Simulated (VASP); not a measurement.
Here is a VASP 6.6.1 calculation.

The input INCAR:

```
SYSTEM = O
  PREC = Accurate
  ENCUT = 520
  EDIFF = 1E-7
  ISMEAR = 0
  SIGMA = 0.02
  LREAL = .False.
  LASPH = .True.
  NELM = 150
  ALGO = Normal
  ISIF = 2
  LWAVE = .False.
  LCHARG = .False.
  ISPIN = 2
  MAGMOM = 0.61 0.61
  LORBIT = 11
  GGA = PE
  IVDW = 12
  NBANDS = 17
```

Contents of KPOINTS:

```
Automatic mesh
0
Gamma
  10 10 8
  0 0 0
```

POSCAR

```
O
1.0
    2.9585889765     -1.7259310309     -0.0059349579
    2.9585889765      1.7259310309     -0.0059349579
   -2.4912270923      0.0000000000      3.6770402058
O
2
Direct
    0.0225322921      0.0225322921      0.1517015688
    0.9774677079      0.9774677079      0.8482984312
```

Potentials or basis: VASP PAW PBE potentials, release 64 (O).

Command:

```console
$ cat potpaw_PBE.64/O/POTCAR > POTCAR
$ mpirun -np 1 vasp_std > vasp.out
```

(1) Predict the band gap on the k mesh.

(2) Predict the net moment.

(3) Estimate the site moments.

Answers

(1) 1.45 eV (least direct gap 1.66 eV).

(2) 2.00 μB per cell.

(3) O +0.81 μB.

Caveat: the standard files for N, O and F lose accuracy on very short bonds; forces of over 1 eV/Å act on the atoms, so gaps and moduli don't describe the material at rest.
